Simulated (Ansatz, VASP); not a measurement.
**One calculation of InSe2, two programs**

```xyz
6
Lattice="4.7169 0.0000 0.0000 0.0000 4.7169 0.0000 0.0000 0.0000 6.7905" Properties=species:S:1:pos:R:3 pbc="T T T"
In    0.0000    0.0000    0.0000
In    2.3584    2.3584    3.3952
Se    0.0000    2.3584    1.3785
Se    0.0000    2.3584    4.7737
Se    2.3584    0.0000    2.0168
Se    2.3584    0.0000    5.4120
```

Alike in both runs: task single point; functional r2SCAN; k mesh 4 × 4 × 4; occupations gaussian, width 0.1 eV; no spin polarisation.

|  | VASP | Ansatz |
| --- | --- | --- |
| version | VASP 6.6.1 | Ansatz 0.2.0 |
| potentials or method | VASP PAW PBE potentials, release 64 (In_d, Se), cutoff 520 eV | scalar-relativistic, plane waves, PAW |
| valence electrons in the cell | 50 | 90 |

|  | VASP | Ansatz | Ansatz less VASP |
| --- | --- | --- | --- |
| gap on the k mesh at the Fermi level (eV) | none | none | - |
| pressure (GPa) | 1.1 | 1.0 | -0.04 |
| traceless stress, the component that is largest in VASP (GPa) | 0.88 | 0.88 | +0.002 |
| rms of the force components (eV/Å) | 0.167 | 0.168 | +0.0009 |

VASP's potentials were made for PBE, not for r2SCAN. Atom by atom the forces differ by 0.001 eV/Å (rms over components). A gap of «none» marks a metal or a gap that the smearing closes. VASP's potentials hold 50 valence electrons a cell and Ansatz's 90, so a difference there can come from the potentials and not from the codes.
